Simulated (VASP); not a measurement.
# W (C2/m) in VASP: notebook

Runs on W. Level: LDA. Tasks: single point.

All numbers are computed with VASP 6.6.1; they aren't measurements. Logs are shortened: lines on timing, memory, paths and dates and some standing lists are left out, and cuts for length are marked.

## (1) The cell of the first run

Symmetry: C2/m, No. 12, monoclinic system. The conventional cell has a = 3.973 Å, b = 3.973 Å, c = 3.973 Å, α = 90.00°, β = 90.00°, γ = 90.00°. Within 3.4 Å of W (site symmetry m) lie 12 W at 2.54 to 3.08 Å.

## (2) Single point, LDA (atoms displaced along a vibrational mode)

Contents of INCAR:

```
PREC = Accurate
ENCUT = 500
EDIFF = 1E-6
ISMEAR = 0
SIGMA = 0.15
LREAL = False
LASPH = True
NELM = 120
ALGO = Normal
ISIF = 2
LWAVE = False
LCHARG = False
GGA = CA
NBANDS = 21
GGA_COMPAT = False
```

Contents of KPOINTS:

```
Automatic mesh
0
Gamma
  16 16 12
```

Contents of POSCAR:

```
W
1.0
    0.0000000000     -1.9864787844     -1.9864787844
    0.0000000000      1.9864787844     -1.9864787844
    3.9729575688      0.0000000000      0.0000000000
W
2
Direct
    0.5305062407      0.4694937593      0.4828842874
   -0.0305062407      0.0305062407      0.0171157126
```

Potentials or basis: VASP PAW LDA potentials, release 64 (W_sv).

The run is started by

```
$ cat potpaw_LDA.64/W_sv/POTCAR > POTCAR
$ mpirun -np 1 vasp_std > vasp.out
```

OUTCAR:

```text
PREC = Accurate
   ENCUT = 500
   EDIFF = 1E-6
   ISMEAR = 0
   LREAL = False
   LASPH = True
   NELM = 120
   ISIF = 2
   GGA = CA

 ion  position               nearest neighbor table
   1  0.531  0.469  0.483-   2 2.54   2 2.73   2 2.73   2 2.75   2 2.90   2 2.92   2 2.92   2 3.08

   2  0.969  0.031  0.017-   1 2.54   1 2.73   1 2.73   1 2.75   1 2.90   1 2.92   1 2.92   1 3.08

  LATTYP: Found a simple tetragonal cell.
 ALAT       =     2.8093052383
 C/A-ratio  =     1.4142135624

  Lattice vectors:

 A1 = (   0.0000000000,  -1.9864787844,  -1.9864787844)
 A2 = (   0.0000000000,   1.9864787844,  -1.9864787844)
 A3 = (   3.9729575688,   0.0000000000,   0.0000000000)

Analysis of symmetry for initial positions (statically):
=====================================================================
 Subroutine PRICEL returns:
 Original cell was already a primitive cell.

 Routine SETGRP: Setting up the symmetry group for a
 simple tetragonal supercell.

 Subroutine GETGRP returns: Found  4 space group operations
 (whereof  2 operations were pure point group operations)
 out of a pool of 16 trial point group operations.

The static configuration has the point symmetry C_1h.
 The point group associated with its full space group is C_2h.

Analysis of symmetry for dynamics (positions and initial velocities):
=====================================================================
 Subroutine PRICEL returns:
 Original cell was already a primitive cell.

 Routine SETGRP: Setting up the symmetry group for a
 simple tetragonal supercell.

 Subroutine GETGRP returns: Found  4 space group operations
 (whereof  2 operations were pure point group operations)
 out of a pool of 16 trial point group operations.

The dynamic configuration has the point symmetry C_1h.
 The point group associated with its full space group is C_2h.

 Subroutine INISYM returns: Found  4 space group operations
 (whereof  2 operations are pure point group operations),
 and found     1 'primitive' translations

----------------------------------------------------------------------------------------

                                     Primitive cell

  volume of cell :      31.3554

  direct lattice vectors                    reciprocal lattice vectors
     0.000000000 -1.986478784 -1.986478784     0.000000000 -0.251701656 -0.251701656
     0.000000000  1.986478784 -1.986478784     0.000000000  0.251701656 -0.251701656
     3.972957569  0.000000000  0.000000000     0.251701656  0.000000000  0.000000000

  length of vectors
     2.809305238  2.809305238  3.972957569     0.355959896  0.355959896  0.251701656

  position of ions in fractional coordinates (direct lattice)
     0.530506241  0.469493759  0.482884287
     0.969493759  0.030506241  0.017115713

  ion indices of the primitive-cell ions
   primitive index   ion index
                 1           1
                 2           2

----------------------------------------------------------------------------------------

 KPOINTS: Automatic mesh

Automatic generation of k-mesh.
 Grid dimensions read from file:
 generate k-points for:   16   16   12

 Generating k-lattice:

  Cartesian coordinates                     Fractional coordinates (reciprocal lattice)
     0.000000000 -0.015731354 -0.015731354     0.062500000  0.000000000  0.000000000
     0.000000000  0.015731354 -0.015731354     0.000000000  0.062500000  0.000000000
     0.020975138  0.000000000  0.000000000     0.000000000  0.000000000  0.083333333

  Length of vectors
     0.022247493  0.022247493  0.020975138

  Shift w.r.t. Gamma in fractional coordinates (k-lattice)
     0.000000000  0.000000000  0.000000000

 Subroutine IBZKPT returns following result:
 ===========================================

 Found    826 irreducible k-points:

 Following reciprocal coordinates:
            Coordinates               Weight
  0.000000  0.000000  0.000000      1.000000
  0.062500  0.000000  0.000000      4.000000
  0.125000  0.000000  0.000000      4.000000
  0.187500  0.000000  0.000000      4.000000
  0.250000  0.000000  0.000000      4.000000
  0.312500  0.000000  0.000000      4.000000
[... 16 lines left out ...]
 -0.062500  0.437500  0.000000      4.000000
  0.500000  0.062500  0.000000      4.000000
 [... further k-points ...]
   k-points           NKPTS =    826   k-points in BZ     NKDIM =    826   number of bands    NBANDS=     21
   number of dos      NEDOS =    301   number of ions     NIONS =      2
   total plane-waves  NPLWV =  12000
   dimension x,y,z NGX =    20 NGY =   20 NGZ =   30
   dimension x,y,z NGXF=    40 NGYF=   40 NGZF=   60
   ions per type =               2
   NGX,Y,Z   is equivalent  to a cutoff of  11.84, 11.84, 12.55 a.u.
   NGXF,Y,Z  is equivalent  to a cutoff of  23.67, 23.67, 25.11 a.u.
 SYSTEM =  unknown system
   PREC   = accura    normal or accurate (medium, high low for compatibility)
   ISTART =      0    job   : 0-new  1-cont  2-samecut
   ICHARG =      2    charge: 1-file 2-atom 10-const
   ISPIN  =      1    spin polarized calculation?
   LNONCOLLINEAR =      F non collinear calculations
   LSORBIT =      F    spin-orbit coupling
   LASPH  =      T    aspherical Exc in radial PAW
   ENCUT  =  500.0 eV  36.75 Ry    6.06 a.u.   5.12  5.12  7.24*2*pi/ulx,y,z
   NELM   =    120;   NELMIN=  2; NELMDL= -5     # of ELM steps
   EDIFF  = 0.1E-05   stopping-criterion for ELM
   LREAL  =      F    real-space projection
   EDIFFG = 0.1E-04   stopping-criterion for IOM
   NSW    =      0    number of steps for IOM
   IBRION =     -1    ionic relax: 0-MD 1-quasi-New 2-CG
   NFREE  =      0    steps in history (QN), initial steepest desc. (CG)
   ISIF   =      2    stress and relaxation
   ISYM   =      2    0-nonsym 1-usesym 2-fastsym
   POTIM  = 0.5000    time-step for ionic-motion
   TEBEG  =    0.0;   TEEND  =   0.0 temperature during run
   PSTRESS=    0.0 pullay stress
   NELECT =      28.0000    total number of electrons
   NUPDOWN=      -1.0000    fix difference up-down
   EMIN   =  10.00;   EMAX   =-10.00  energy-range for DOS
   EFERMI =   0.00;   METHOD = LEGACY
   ISMEAR =     0;   SIGMA  =   0.15  broadening in eV -4-tet -1-fermi 0-gaus
   EFERMI_NEDOS =   21; number of points for ismear=-14 and -15
   IALGO  =     38    algorithm
   IMIX   =      4    mixing-type and parameters
     AMIX     =   0.40;   BMIX     =  1.00
     AMIX_MAG =   1.60;   BMIX_MAG =  1.00
  volume/ion in A,a.u.               =      15.68       105.80
  Fermi-wavevector in a.u.,A,eV,Ry     =   1.576486  2.979127 33.814690  2.485310
  Thomas-Fermi vector in A             =   2.677312
   LORBIT       =      0    0 simple, 1 ext, 2 COOP (PROOUT), +10 PAW based schemes
   GGA     = CA    functional components
   LHFCALC =     F    Hartree Fock is set to
   AEXX    =    0.0000 exact exchange contribution
   IVDW    =     0    specifies the selected vdW correction
   LEPSILON=     F    determine dielectric tensor
   LRPA    =     F    only Hartree local field effects (RPA)
 non-spin polarized calculation
 Gauss-broadening in eV      SIGMA  =   0.15
  energy-cutoff  :      500.00
  volume of cell :       31.36
 maximum number of plane-waves:       830
   NGX = 11   NGY = 11   NGZ = 15

 number of electron      27.9999996 magnetization

 Free energy of the ion-electron system (eV)
  ---------------------------------------------------
  ext. energy  EPLUGINS =         0.00000000
  ---------------------------------------------------
  free energy    TOTEN  =       -27.00027039 eV

  energy without entropy =      -26.97854411  energy(sigma->0) =      -26.98940725

 E-fermi :  11.0507     XC(G=0): -13.8528

 val. band max:       11.0488250440   @ k =   0.0625   0.0625   0.2500
 cond. band min:      11.0537962728   @ k =  -0.1250   0.3125   0.2500
 fundamental gap:      0.0049712287
 Fermi energy:        11.0507456774

 k-point     1 :       0.0000    0.0000    0.0000
  band No.  band energies     occupation
      1     -62.1136      2.00000
      2     -61.8936      2.00000
      3     -27.2718      2.00000
      4     -26.4494      2.00000
      5     -26.4188      2.00000
      6     -25.9461      2.00000
[... 13 lines left out ...]
     20      17.2247      0.00000
     21      23.6096      0.00000

 k-point     2 :       0.0625    0.0000    0.0000
  band No.  band energies     occupation
      1     -62.1101      2.00000
      2     -61.8937      2.00000
      3     -27.2592      2.00000
      4     -26.4667      2.00000
      5     -26.4221      2.00000
      6     -25.9696      2.00000
[... 13 lines left out ...]
     20      17.6724      0.00000
     21      22.7782      0.00000

 k-point     3 :       0.1250    0.0000    0.0000
  band No.  band energies     occupation
      1     -62.0999      2.00000
      2     -61.8940      2.00000
      3     -27.2226      2.00000
      4     -26.5366      2.00000
      5     -26.4090      2.00000
      6     -26.0548      2.00000
[... 13 lines left out ...]
     20      18.8839      0.00000
     21      21.5227      0.00000

 k-point     4 :       0.1875    0.0000    0.0000
  band No.  band energies     occupation
      1     -62.0841      2.00000
      2     -61.8952      2.00000
      3     -27.1663      2.00000
      4     -26.6410      2.00000
      5     -26.3868      2.00000
      6     -26.1846      2.00000
[... 13 lines left out ...]
     20      20.2332      0.00000
     21      20.4051      0.00000

 k-point     5 :       0.2500    0.0000    0.0000
  band No.  band energies     occupation
      1     -62.0643      2.00000
      2     -61.8977      2.00000
      3     -27.0996      2.00000
      4     -26.7556      2.00000
      5     -26.4020      2.00000
      6     -26.2905      2.00000
[... 13 lines left out ...]
     20      19.3561      0.00000
     21      21.7895      0.00000

 k-point     6 :       0.3125    0.0000    0.0000
  band No.  band energies     occupation
      1     -62.0426      2.00000
      2     -61.9020      2.00000
      3     -27.0426      2.00000
      4     -26.8546      2.00000
      5     -26.5198      2.00000
      6     -26.2771      2.00000
[... 13 lines left out ...]
     20      18.7879      0.00000
     21      23.1047      0.00000

 k-point     7 :       0.3750    0.0000    0.0000
  band No.  band energies     occupation
      1     -62.0219      2.00000
      2     -61.9080      2.00000
      3     -27.0303      2.00000
      4     -26.9167      2.00000
      5     -26.6053      2.00000
      6     -26.2396      2.00000
[... 13 lines left out ...]
     20      18.6639      0.00000
     21      23.4817      0.00000
[... 291 lines left out ...]
      1     -62.0194      2.00000
      2     -61.9071      2.00000
      3     -27.0288      2.00000
      4     -26.9148      2.00000
      5     -26.6087      2.00000
      6     -26.2673      2.00000
[... 13 lines left out ...]
     20      18.7672      0.00000
     21      23.5710      0.00000

 k-point    21 :      -0.0625    0.3750    0.0000
  band No.  band energies     occupation
      1     -62.0192      2.00000
      2     -61.9074      2.00000
      3     -27.0243      2.00000
      4     -26.9191      2.00000
      5     -26.6081      2.00000
      6     -26.2635      2.00000
[... 13 lines left out ...]
     20      18.8166      0.00000
     21      23.4709      0.00000

 k-point    22 :       0.4375    0.0625    0.0000
  band No.  band energies     occupation
      1     -62.0036      2.00000
      2     -61.9131      2.00000
      3     -27.0486      2.00000
      4     -26.9629      2.00000
      5     -26.6160      2.00000
      6     -26.2423      2.00000
[... 13 lines left out ...]
     20      18.7729      0.00000
     21      23.1136      0.00000

 k-point    23 :      -0.0625    0.4375    0.0000
  band No.  band energies     occupation
      1     -62.0034      2.00000
      2     -61.9133      2.00000
      3     -27.0453      2.00000
      4     -26.9663      2.00000
      5     -26.6147      2.00000
      6     -26.2437      2.00000
[... 13 lines left out ...]
     20      18.8090      0.00000
     21      23.0754      0.00000

 k-point    24 :       0.5000    0.0625    0.0000
  band No.  band energies     occupation
      1     -61.9973      2.00000
      2     -61.9160      2.00000
      3     -27.0539      2.00000
      4     -26.9899      2.00000
      5     -26.6040      2.00000
      6     -26.2433      2.00000
[... 13 lines left out ...]
     20      18.7041      0.00000
     21      22.9320      0.00000

 [... further k-points ...]

------------------------ aborting loop because EDIFF is reached ----------------------------------------

  FORCE on cell =-STRESS in cart. coord.  units (eV):
  Direction    XX          YY          ZZ          XY          YZ          ZX
  --------------------------------------------------------------------------------------
  -------------------------------------------------------------------------------------
  Total        1.0048875      1.2412625      2.3921149     -0.8899899      0.0000000      0.0000000
  in kB       51.3471383     63.4252844    122.2308528    -45.4761712      0.0000000      0.0000000
  external PRESSURE =      79.0010918 kB  Pullay stress =       0.0000000 kB

 VOLUME and BASIS-vectors are now :
 -----------------------------------------------------------------------------
  energy-cutoff  :      500.00
  volume of cell :       31.36
      direct lattice vectors                 reciprocal lattice vectors
     0.000000000 -1.986478784 -1.986478784     0.000000000 -0.251701656 -0.251701656
     0.000000000  1.986478784 -1.986478784     0.000000000  0.251701656 -0.251701656
     3.972957569  0.000000000  0.000000000     0.251701656  0.000000000  0.000000000

 POSITION                                       TOTAL-FORCE (eV/Angst)
 -----------------------------------------------------------------------------------
      1.91848     -0.12120     -1.98648         1.747559      0.802585      0.000000
      0.06800     -1.86528     -1.98648        -1.747559     -0.802585      0.000000
 -----------------------------------------------------------------------------------
    total drift:                               -0.000000     -0.000000      0.000000

  FREE ENERGIE OF THE ION-ELECTRON SYSTEM (eV)
  ---------------------------------------------------
  free  energy   TOTEN  =       -27.0002703860 eV

  energy  without entropy=      -26.9785441062  energy(sigma->0) =      -26.98940725
```

Run time: 7.4 min. Hardware: 1 thread of Intel Xeon 8259CL, shared host; peak memory 0.46 GiB.

What came out:

```
Free energy            : -27.0003 eV
Pressure               : 7.9 GPa
Largest force          : 1.923 eV/Å
Band gap on the k mesh : zero (bands 14 and 15 overlap by 3.98 eV)
```

Forces in eV/Å, atoms in the order of the input:
```
W    1.748  0.803  0.000
W   -1.748 -0.803  0.000
```

Caveat: the cell differs from its parent crystal (atoms displaced along a vibrational mode); the cell stands under pressure; spin-orbit coupling is left out, which moves the levels of the heavy elements; forces of over 1 eV/Å act on the atoms, so gaps and moduli don't describe the material at rest.

## (3) Single point, LDA (atoms displaced along a vibrational mode)

Contents of INCAR:

```
SYSTEM = W
PREC = Accurate
ENCUT = 500
EDIFF = 1E-6
ISMEAR = 0
SIGMA = 0.15
LREAL = .FALSE.
LASPH = .TRUE.
NELM = 120
ALGO = Normal
ISIF = 2
LWAVE = .FALSE.
LCHARG = .TRUE.
LELF = .TRUE.
LVHAR = .TRUE.
NBANDS = 21
GGA_COMPAT = .FALSE.
```

Contents of KPOINTS:

```
Automatic mesh
0
G
  16 16 12
  0 0 0
```

Contents of POSCAR:

```
W
1.0
    0.0000000000     -1.9864787844     -1.9864787844
    0.0000000000      1.9864787844     -1.9864787844
    3.9729575688      0.0000000000      0.0000000000
W
2
Direct
    0.5406749876      0.4593250124      0.4828842874
   -0.0406749876      0.0406749876      0.0171157126
```

Potentials or basis: VASP PAW LDA potentials, release 64 (W_sv).

The run is started by

```
$ cat potpaw_LDA.64/W_sv/POTCAR > POTCAR
$ mpirun -np 1 vasp_std > vasp.out
```

It took 6.6 min on 1 thread of Intel Xeon 8259CL, shared host; peak memory 0.47 GiB.

The run converged. Its results:

```
Free energy            : -26.9200 eV
Pressure               : 10.8 GPa
Largest force          : 2.063 eV/Å
Band gap on the k mesh : zero (bands 14 and 15 overlap by 4.05 eV)
```

Forces in eV/Å, atoms in the order of the input:
```
W    1.683  1.193  0.000
W   -1.683 -1.193  0.000
```

Stress tensor (GPa, compression positive):
```
10.85 -3.83  0.00
-3.83  6.92  0.00
 0.00  0.00 14.69
```

Levels at points of the mesh, in eV from the Fermi level:
```csv
k point,band 12,band 13,band 14,band 15,band 16,band 17
"(0.00, 0.00, 0.00)",-1.20,-0.80,-0.24,1.86,2.86,4.01
"(0.50, 0.00, 0.00)",-2.50,-2.03,-1.14,0.69,1.04,2.02
"(0.50, 0.50, 0.00)",-4.58,2.41,3.42,4.77,5.25,5.82
"(0.00, 0.00, 0.50)",-3.11,-1.32,-0.01,1.87,1.91,2.18
"(0.50, 0.00, 0.50)",-1.42,-0.73,-0.49,0.93,1.04,4.51
"(0.50, 0.50, 0.50)",-2.31,-1.80,-1.64,1.72,1.90,5.97
```

Caveat: the cell differs from its parent crystal (atoms displaced along a vibrational mode); the cell stands under pressure; spin-orbit coupling is left out, which moves the levels of the heavy elements; forces of over 1 eV/Å act on the atoms, so gaps and moduli don't describe the material at rest.
